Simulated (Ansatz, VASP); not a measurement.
## Two plane-wave programs on Sb

INCAR

```
PREC = Accurate
ENCUT = 520
EDIFF = 1E-6
ISMEAR = -1
SIGMA = 0.1
LREAL = F
LASPH = T
NELM = 100
ALGO = Normal
ISIF = 2
LWAVE = F
LCHARG = F
GGA = PS
NBANDS = 8
```

File KPOINTS:

```
regular mesh
0
Gamma
  13 13 13
```

POSCAR

```
Sb
1.0
    0.0000000000      2.3562536699      2.3562536699
    2.3562536699      0.0000000000      2.3562536699
    2.3562536699      2.3562536699      0.0000000000
Sb
1
Direct
    0.0000000000      0.0000000000      0.0000000000
```

Input for Ansatz:

```yaml
crystal:
  lattice:
    - [0.0, 2.3562536699, 2.3562536699]
    - [2.3562536699, 0.0, 2.3562536699]
    - [2.3562536699, 2.3562536699, 0.0]
  atoms:
    - { symbol: Sb, position: [0.0, 0.0, 0.0] }
hamiltonian:
  xc: pbesol
  pseudopotentials:
    kind: paw
    azcp:
      Sb: "pseudopotentials/Sb.paw.azcp"
basis:
  ecutwfc: 420
  fft_grid_basis: typed
kpoints:
  mp_grid: { grid: [13, 13, 13], shift: [0, 0, 0] }
magnetization:
  spin_polarized: false
scf:
  occupations: { method: fermi_dirac, width: 0.1 }
  lower_state_search: "off"
output:
  stress: true
```

Alike in both runs: task single point; functional PBEsol; k mesh 13 × 13 × 13; occupations fermi-dirac, width 0.1 eV; no spin polarisation.

|  | VASP | Ansatz |
| --- | --- | --- |
| version | VASP 6.6.1 | Ansatz 0.2.0 |
| potentials or method | VASP PAW PBE potentials, release 64 (Sb), cutoff 520 eV | plane waves (420 eV) with PAW, scalar-relativistic |
| valence electrons in the cell | 5 | 15 |

|  | VASP | Ansatz | Ansatz less VASP |
| --- | --- | --- | --- |
| pressure (GPa) | 0.0 | 0.1 | +0.02 |

VASP's potentials were made for PBE, not for PBEsol, and Ansatz warns of the same on its side. The functional is the same, so the differences come from potentials, cutoffs and numerics. VASP's potentials hold 5 valence electrons a cell and Ansatz's 15, so a difference there can come from the potentials and not from the codes.

Spin-orbit coupling is off throughout.
